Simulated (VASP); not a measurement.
**MgI2: single point with PBEsol**

MgI2:

```
Mg I
1.0
     4.16750    0.00000    0.00000
    -2.08375    3.60916    0.00000
     0.00000    0.00000    6.88480
Mg I
1 2
Direct
  0.00000 0.00000 0.00000
  0.33333 0.66667 0.75763
  0.66667 0.33333 0.24237
```

This cell differs from its parent crystal: volume scaled by 1.01.

* Program: VASP 6.6.1
* Task: single point
* Functional: PBEsol
* Potentials or basis: VASP PAW PBE potentials, release 64 (Mg, I)
* Cutoff: 520 eV
* k mesh: 7 × 7 × 4
* Occupations: fermi-dirac, width 0.03 eV
* Spin: no spin polarisation

- Pressure: -0.5 GPa
- Largest force: 0.086 eV/Å
- Band gap on the k mesh: 3.46 eV, indirect (least direct gap 3.53 eV)

Forces on the atoms (eV/Å):
```
Mg   0.000  0.000  0.000
I    0.000  0.000  0.086
I    0.000  0.000 -0.086
```

Stress tensor (GPa, compression positive):
```
-0.64  0.00  0.00
 0.00 -0.64  0.00
 0.00  0.00 -0.24
```

Levels at points of the mesh, in eV from the valence-band top:
```tsv
k point	band 5	band 6	band 7	band 8	band 9	band 10	band 11	band 12
(0.00, 0.00, 0.00)	-0.47	-0.09	-0.09	0.00	3.53	4.62	6.61	6.61
(0.00, 0.00, 0.50)	-0.37	-0.37	-0.19	-0.19	4.51	4.70	6.43	6.43
```

Run time: 15 s on 1 thread of Intel(R) Xeon(R) 6975P-C (Granite Rapids) (shared host), peak memory 0.24 GiB.

Caveat: the PAW data sets were made with another functional, which shifts forces and pressure a little; spin-orbit coupling is left out, which moves the levels of the heavy elements; this functional lacks dispersion, which binds the layers, so the pressure and a relaxed spacing across them are unreliable. A k mesh can miss the band edges.
